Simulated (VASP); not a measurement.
# AlGa2Sb3 (P4mm) in VASP: further runs

AlGa2Sb3 is run at these levels: PBE; tasks: single point, relaxation of cell and atoms.

Program: VASP 6.6.1. These are calculated values, not measurements. Logs are shortened: lines on timing, memory, paths and dates and some standing lists are left out, and cuts for length are marked.

## Step 1: The cell of the first run

The structure is tetragonal, space group P4mm (No. 99). Conventional cell: a = 4.225 Å, b = 4.225 Å, c = 8.184 Å, α = 90.00°, β = 90.00°, γ = 90.00°. Al (site symmetry 4mm) has 5 Sb at 2.83 to 2.99 Å and 4 Ga at 3.02 Å within 3.7 Å. Ga (site symmetry 2mm) has 4 Ga at 2.99 Å and 2 Al at 3.02 Å and 6 Sb at 3.16 to 3.84 Å within 3.9 Å. Within 4.0 Å of Sb (site symmetry 4mm) lie 4 Al at 2.99 Å and 4 Ga at 3.16 Å and 5 Sb at 3.40 to 3.98 Å. Within 4.3 Å of Sb (site symmetry 4mm) lie 9 Sb at 3.08 to 4.22 Å and 4 Ga at 3.22 Å. Within 4.0 Å of Sb (site symmetry 4mm) lie 1 Al at 2.83 Å and 8 Sb at 3.08 to 3.98 Å and 4 Ga at 3.84 Å.

The cell was generated, and may not be a known phase.

## Step 2: Single point, PBE

INCAR reads:

```
SYSTEM = AlGa2Sb3
  PREC = Accurate
  ENCUT = 520
  EDIFF = 1E-6
  ISMEAR = 0
  SIGMA = 0.1
  LREAL = .FALSE.
  LASPH = .TRUE.
  NELM = 100
  ALGO = Normal
  ISIF = 2
  LWAVE = .FALSE.
  LCHARG = .TRUE.
  GGA = PE
  LELF = .TRUE.
  LVHAR = .TRUE.
  NBANDS = 31
```

KPOINTS reads:

```
Automatic mesh
0
G
  6 6 4
  0 0 0
```

POSCAR reads:

```
AlGa2Sb3
1.0
    4.2247138221      0.0000000000      0.0000000000
    0.0000000000      4.2247138221      0.0000000000
    0.0000000000      0.0000000000      8.1839401811
Al Ga Sb
1 2 3
Direct
    0.0000000000      0.0000000000     -0.0430218337
    0.5000000000      0.0000000000      0.2202008859
    0.0000000000      0.5000000000      0.2202008859
    0.5000000000      0.5000000000      0.9338231142
    0.5000000000      0.5000000000      0.5178329257
    0.0000000000      0.0000000000      0.6117890220
```

Potentials or basis: VASP PAW PBE potentials, release 64 (Al, Ga_d, Sb).

Run with:

```bash
$ cat potpaw_PBE.64/Al/POTCAR potpaw_PBE.64/Ga_d/POTCAR potpaw_PBE.64/Sb/POTCAR > POTCAR
$ mpirun -np 1 vasp_std > vasp.out
```

OUTCAR:

```text
SYSTEM = AlGa2Sb3
   PREC = Accurate
   ENCUT = 520
   EDIFF = 1E-6
   ISMEAR = 0
   LREAL = .FALSE.
   LASPH = .TRUE.
   NELM = 100
   ISIF = 2
   GGA = PE

 ion  position               nearest neighbor table
   1  0.000  0.000  0.957-   6 2.83   4 2.99   4 2.99   4 2.99   4 2.99   2 3.02   2 3.02   3 3.02
                             3 3.02
   2  0.500  0.000  0.220-   1 3.02   1 3.02   4 3.16   4 3.16   5 3.22   5 3.22
   3  0.000  0.500  0.220-   1 3.02   1 3.02   4 3.16   4 3.16   5 3.22   5 3.22
   4  0.500  0.500  0.934-   1 2.99   1 2.99   1 2.99   1 2.99   2 3.16   3 3.16   3 3.16   2 3.16
                             5 3.40
   5  0.500  0.500  0.518-   6 3.08   6 3.08   6 3.08   6 3.08   3 3.22   3 3.22   2 3.22   2 3.22
                             4 3.40
   6  0.000  0.000  0.612-   1 2.83   5 3.08   5 3.08   5 3.08   5 3.08

  LATTYP: Found a simple tetragonal cell.
 ALAT       =     4.2247138221
 C/A-ratio  =     1.9371584741

  Lattice vectors:

 A1 = (   4.2247138221,   0.0000000000,   0.0000000000)
 A2 = (   0.0000000000,   4.2247138221,   0.0000000000)
 A3 = (   0.0000000000,   0.0000000000,   8.1839401811)

Analysis of symmetry for initial positions (statically):
=====================================================================
 Subroutine PRICEL returns:
 Original cell was already a primitive cell.

 Routine SETGRP: Setting up the symmetry group for a
 simple tetragonal supercell.

 Subroutine GETGRP returns: Found  8 space group operations
 (whereof  8 operations were pure point group operations)
 out of a pool of 16 trial point group operations.

The static configuration has the point symmetry C_4v.

Analysis of symmetry for dynamics (positions and initial velocities):
=====================================================================
 Subroutine PRICEL returns:
 Original cell was already a primitive cell.

 Routine SETGRP: Setting up the symmetry group for a
 simple tetragonal supercell.

 Subroutine GETGRP returns: Found  8 space group operations
 (whereof  8 operations were pure point group operations)
 out of a pool of 16 trial point group operations.

The dynamic configuration has the point symmetry C_4v.

 Subroutine INISYM returns: Found  8 space group operations
 (whereof  8 operations are pure point group operations),
 and found     1 'primitive' translations

----------------------------------------------------------------------------------------

                                     Primitive cell

  volume of cell :     146.0687

  direct lattice vectors                    reciprocal lattice vectors
     4.224713822  0.000000000  0.000000000     0.236702423  0.000000000  0.000000000
     0.000000000  4.224713822  0.000000000     0.000000000  0.236702423  0.000000000
     0.000000000  0.000000000  8.183940181     0.000000000  0.000000000  0.122190531

  length of vectors
     4.224713822  4.224713822  8.183940181     0.236702423  0.236702423  0.122190531

  position of ions in fractional coordinates (direct lattice)
     0.000000000  0.000000000  0.956978166
     0.500000000  0.000000000  0.220200886
     0.000000000  0.500000000  0.220200886
     0.500000000  0.500000000  0.933823114
     0.500000000  0.500000000  0.517832926
     0.000000000  0.000000000  0.611789022

  ion indices of the primitive-cell ions
   primitive index   ion index
                 1           1
                 2           2
                 3           3
                 4           4
                 5           5
                 6           6

----------------------------------------------------------------------------------------

 KPOINTS: Automatic mesh

Automatic generation of k-mesh.
 Grid dimensions read from file:
 generate k-points for:    6    6    4

 Generating k-lattice:

  Cartesian coordinates                     Fractional coordinates (reciprocal lattice)
     0.039450404  0.000000000  0.000000000     0.166666667  0.000000000  0.000000000
     0.000000000  0.039450404  0.000000000     0.000000000  0.166666667  0.000000000
     0.000000000  0.000000000  0.030547633     0.000000000  0.000000000  0.250000000

  Length of vectors
     0.039450404  0.039450404  0.030547633

  Shift w.r.t. Gamma in fractional coordinates (k-lattice)
     0.000000000  0.000000000  0.000000000

 Subroutine IBZKPT returns following result:
 ===========================================

 Found     30 irreducible k-points:

 Following reciprocal coordinates:
            Coordinates               Weight
  0.000000  0.000000  0.000000      1.000000
  0.166667  0.000000  0.000000      4.000000
  0.333333  0.000000  0.000000      4.000000
  0.500000  0.000000  0.000000      2.000000
  0.166667  0.166667  0.000000      4.000000
  0.333333  0.166667  0.000000      8.000000
[... 16 lines left out ...]
  0.333333  0.000000  0.500000      4.000000
  0.500000  0.000000  0.500000      2.000000
 [... further k-points ...]
   k-points           NKPTS =     30   k-points in BZ     NKDIM =     30   number of bands    NBANDS=     31
   number of dos      NEDOS =    301   number of ions     NIONS =      6
   total plane-waves  NPLWV =  65536
   dimension x,y,z NGX =    32 NGY =   32 NGZ =   64
   dimension x,y,z NGXF=    64 NGYF=   64 NGZF=  128
   ions per type =               1   2   3
   NGX,Y,Z   is equivalent  to a cutoff of  12.59, 12.59, 13.00 a.u.
   NGXF,Y,Z  is equivalent  to a cutoff of  25.18, 25.18, 26.00 a.u.
 SYSTEM =  AlGa2Sb3
   PREC   = accura    normal or accurate (medium, high low for compatibility)
   ISTART =      0    job   : 0-new  1-cont  2-samecut
   ICHARG =      2    charge: 1-file 2-atom 10-const
   ISPIN  =      1    spin polarized calculation?
   LNONCOLLINEAR =      F non collinear calculations
   LSORBIT =      F    spin-orbit coupling
   LASPH  =      T    aspherical Exc in radial PAW
   ENCUT  =  520.0 eV  38.22 Ry    6.18 a.u.   7.86  7.86 15.22*2*pi/ulx,y,z
   NELM   =    100;   NELMIN=  2; NELMDL= -5     # of ELM steps
   EDIFF  = 0.1E-05   stopping-criterion for ELM
   LREAL  =      F    real-space projection
   EDIFFG = 0.1E-04   stopping-criterion for IOM
   NSW    =      0    number of steps for IOM
   IBRION =     -1    ionic relax: 0-MD 1-quasi-New 2-CG
   NFREE  =      0    steps in history (QN), initial steepest desc. (CG)
   ISIF   =      2    stress and relaxation
   ISYM   =      2    0-nonsym 1-usesym 2-fastsym
   POTIM  = 0.5000    time-step for ionic-motion
   TEBEG  =    0.0;   TEEND  =   0.0 temperature during run
   PSTRESS=    0.0 pullay stress
   NELECT =      44.0000    total number of electrons
   NUPDOWN=      -1.0000    fix difference up-down
   EMIN   =  10.00;   EMAX   =-10.00  energy-range for DOS
   EFERMI =   0.00;   METHOD = LEGACY
   ISMEAR =     0;   SIGMA  =   0.10  broadening in eV -4-tet -1-fermi 0-gaus
   EFERMI_NEDOS =   21; number of points for ismear=-14 and -15
   IALGO  =     38    algorithm
   IMIX   =      4    mixing-type and parameters
     AMIX     =   0.40;   BMIX     =  1.00
     AMIX_MAG =   1.60;   BMIX_MAG =  1.00
  volume/ion in A,a.u.               =      24.34       164.29
  Fermi-wavevector in a.u.,A,eV,Ry     =   1.097421  2.073826 16.385952  1.204333
  Thomas-Fermi vector in A             =   2.233781
   LORBIT       =      0    0 simple, 1 ext, 2 COOP (PROOUT), +10 PAW based schemes
   GGA     = PE    functional components
   LHFCALC =     F    Hartree Fock is set to
   AEXX    =    0.0000 exact exchange contribution
   IVDW    =     0    specifies the selected vdW correction
   LEPSILON=     F    determine dielectric tensor
   LRPA    =     F    only Hartree local field effects (RPA)
 non-spin polarized calculation
 Gauss-broadening in eV      SIGMA  =   0.10
  energy-cutoff  :      520.00
  volume of cell :      146.07
 maximum number of plane-waves:      3998
 NGX is ok and might be reduce to    32
   NGX = 15   NGY = 15   NGZ = 31

 number of electron      43.9999993 magnetization

 Free energy of the ion-electron system (eV)
  ---------------------------------------------------
  ext. energy  EPLUGINS =         0.00000000
  ---------------------------------------------------
  free energy    TOTEN  =       -21.44369226 eV

  energy without entropy =      -21.43067544  energy(sigma->0) =      -21.43718385

 E-fermi :   6.6876     XC(G=0): -10.0295

 val. band max:        6.6869915718   @ k =   0.5000   0.0000   0.0000
 cond. band min:       6.6959355448   @ k =   0.3333   0.0000   0.0000
 fundamental gap:      0.0089439730
 Fermi energy:         6.6875636621

 k-point     1 :       0.0000    0.0000    0.0000
  band No.  band energies     occupation
      1      -8.2645      2.00000
      2      -8.2035      2.00000
      3      -8.1791      2.00000
      4      -8.1468      2.00000
      5      -8.1468      2.00000
      6      -8.0614      2.00000
[... 23 lines left out ...]
     30      11.7199      0.00000
     31      12.6196      0.00000

 k-point     2 :       0.1667    0.0000    0.0000
  band No.  band energies     occupation
      1      -8.2447      2.00000
      2      -8.1883      2.00000
      3      -8.1687      2.00000
      4      -8.1439      2.00000
      5      -8.1410      2.00000
      6      -8.0703      2.00000
[... 23 lines left out ...]
     30      11.2033      0.00000
     31      11.2197      0.00000

 k-point     3 :       0.3333    0.0000    0.0000
  band No.  band energies     occupation
      1      -8.1893      2.00000
      2      -8.1488      2.00000
      3      -8.1418      2.00000
      4      -8.1342      2.00000
      5      -8.1253      2.00000
      6      -8.0915      2.00000
[... 703 lines left out ...]
     30      10.4878      0.00000
     31      11.1276      0.00000

 k-point    24 :       0.5000    0.0000    0.5000
  band No.  band energies     occupation
      1      -8.1233      2.00000
      2      -8.1118      2.00000
      3      -8.1110      2.00000
      4      -8.1109      2.00000
      5      -8.1108      2.00000
      6      -8.1078      2.00000
[... 23 lines left out ...]
     30      10.8461      0.00000
     31      11.1186      0.00000

 [... further k-points ...]

------------------------ aborting loop because EDIFF is reached ----------------------------------------

  FORCE on cell =-STRESS in cart. coord.  units (eV):
  Direction    XX          YY          ZZ          XY          YZ          ZX
  --------------------------------------------------------------------------------------
  -------------------------------------------------------------------------------------
  Total       -0.0235161     -0.0235161     -0.0702444      0.0000000     -0.0000000      0.0000000
  in kB       -0.2579396     -0.2579396     -0.7704870      0.0000000     -0.0000000      0.0000000
  external PRESSURE =      -0.4287887 kB  Pullay stress =       0.0000000 kB

 VOLUME and BASIS-vectors are now :
 -----------------------------------------------------------------------------
  energy-cutoff  :      520.00
  volume of cell :      146.07
      direct lattice vectors                 reciprocal lattice vectors
     4.224713822  0.000000000  0.000000000     0.236702423  0.000000000  0.000000000
     0.000000000  4.224713822  0.000000000     0.000000000  0.236702423  0.000000000
     0.000000000  0.000000000  8.183940181     0.000000000  0.000000000  0.122190531

 POSITION                                       TOTAL-FORCE (eV/Angst)
 -----------------------------------------------------------------------------------
      0.00000      0.00000      7.83185        -0.000000      0.000000     -0.008705
      2.11236      0.00000      1.80211        -0.000000      0.000000     -0.008252
      0.00000      2.11236      1.80211        -0.000000     -0.000000     -0.008252
      2.11236      2.11236      7.64235        -0.000000     -0.000000      0.002699
      2.11236      2.11236      4.23791        -0.000000      0.000000      0.009693
      0.00000      0.00000      5.00684         0.000000      0.000000      0.012818
 -----------------------------------------------------------------------------------
    total drift:                                0.000000      0.000000     -0.001539

  FREE ENERGIE OF THE ION-ELECTRON SYSTEM (eV)
  ---------------------------------------------------
  free  energy   TOTEN  =       -21.4436922595 eV

  energy  without entropy=      -21.4306754443  energy(sigma->0) =      -21.43718385
```

Wall time 68 s (1 thread of AMD EPYC 9R45 (Zen 5), shared host); peak memory 0.29 GiB.

Results:

| Item | Value |
| --- | --- |
| Free energy | -21.4437 eV |
| Pressure | 0.0 GPa |
| Largest force | 0.013 eV/Å |
| Band gap on the k mesh | zero (bands 22 and 23 overlap by 2.88 eV) |

Forces on the atoms (eV/Å):
```
Al   0.000  0.000 -0.009
Ga   0.000  0.000 -0.008
Ga   0.000  0.000 -0.008
Sb   0.000  0.000  0.003
Sb   0.000  0.000  0.010
Sb   0.000  0.000  0.013
```

Caveat: spin-orbit coupling is left out, which moves the levels of the heavy elements.

## Step 3: Single point, PBE

This run uses another cell than the first one, of 16.30 Å³/atom.

INCAR reads:

```
SYSTEM = AlGa2Sb3
PREC     = Accurate       ! precision mode
ENCUT    = 520            ! plane-wave cutoff, eV
EDIFF    = 1E-6           ! SCF threshold, eV
ISMEAR   = 0              ! smearing method
SIGMA    = 0.1            ! smearing width, eV
LREAL    = .FALSE.        ! projectors in reciprocal space
LASPH    = .TRUE.         ! aspherical terms in the spheres
NELM     = 100            ! most SCF steps
ALGO     = Normal         ! electronic algorithm
ISIF     = 2              ! what is computed and relaxed
LWAVE    = .FALSE.        ! write WAVECAR
LCHARG   = .FALSE.        ! write CHGCAR
GGA      = PE             ! functional
NBANDS   = 31             ! bands
```

KPOINTS reads:

```
regular mesh
0
G
  6 6 4
  0 0 0
```

POSCAR reads:

```
AlGa2Sb3
1.0
    3.6748263400      0.0000000000      0.0000000000
    0.0000000000      3.6748263400      0.0000000000
    0.0000000000      0.0000000000      7.2409798900
Al Ga Sb
1 2 3
Direct
    0.0000000000      0.0000000000      0.0464257500
    0.5000000000      0.0000000000      0.0551656400
    0.0000000000      0.5000000000      0.0551656400
    0.5000000000      0.5000000000      0.9549118500
    0.5000000000      0.5000000000      0.7425657700
    0.0000000000      0.0000000000      0.6065903500
```

Potentials or basis: VASP PAW PBE potentials, release 64 (Al, Ga_d, Sb).

Run with:

```bash
$ cat potpaw_PBE.64/Al/POTCAR potpaw_PBE.64/Ga_d/POTCAR potpaw_PBE.64/Sb/POTCAR > POTCAR
$ mpirun -np 1 vasp_std > vasp.out
```

Wall time 60 s (1 thread of AMD EPYC 9R45 (Zen 5), shared host); peak memory 0.21 GiB.

Results (log left out):

| Item | Value |
| --- | --- |
| Free energy | 49.2939 eV |
| Pressure | 248.4 GPa |
| Largest force | 107.908 eV/Å |
| Band gap on the k mesh | zero (bands 22 and 23 overlap by 1.56 eV) |

Forces on the atoms (eV/Å):
```
Al     0.000    0.000    0.556
Ga     0.000    0.000   14.992
Ga     0.000    0.000   14.992
Sb     0.000    0.000   80.223
Sb     0.000    0.000 -107.908
Sb     0.000    0.000   -2.854
```

Stress tensor (GPa, compression positive):
```
212.78   0.00   0.00
  0.00 212.78   0.00
  0.00   0.00 319.77
```

Levels at points of the mesh, in eV from the Fermi level:
| k point | band 19 | band 20 | band 21 | band 22 | band 23 | band 24 | band 25 | band 26 |
| --- | --- | --- | --- | --- | --- | --- | --- | --- |
| (0.00, 0.00, 0.00) | -3.33 | -2.48 | -0.59 | 0.37 | 1.05 | 1.05 | 1.13 | 3.76 |
| (0.50, 0.00, 0.00) | -1.95 | -1.87 | -0.52 | -0.49 | 0.42 | 0.49 | 2.10 | 3.06 |
| (0.50, 0.50, 0.00) | -3.36 | -2.66 | -2.66 | -2.49 | 2.81 | 3.35 | 3.35 | 5.59 |
| (0.00, 0.00, 0.50) | -3.38 | -3.16 | -0.18 | 1.02 | 1.17 | 1.17 | 1.38 | 4.00 |
| (0.50, 0.00, 0.50) | -2.34 | -1.95 | -1.41 | -0.60 | -0.54 | 0.42 | 2.11 | 2.98 |
| (0.50, 0.50, 0.50) | -3.21 | -2.20 | -2.20 | -1.78 | 0.96 | 2.15 | 2.15 | 4.09 |

Caveat: atoms lie so close that the PAW spheres overlap strongly, which falsifies energies and pressures; the stress differs along the axes, from 213 to 320 GPa; spin-orbit coupling is left out, which moves the levels of the heavy elements; forces of over 1 eV/Å act on the atoms, so gaps and moduli don't describe the material at rest.

[end of part 1 of 2]

The gap in the log of VASP goes by the Fermi energy; the results here count the filled bands.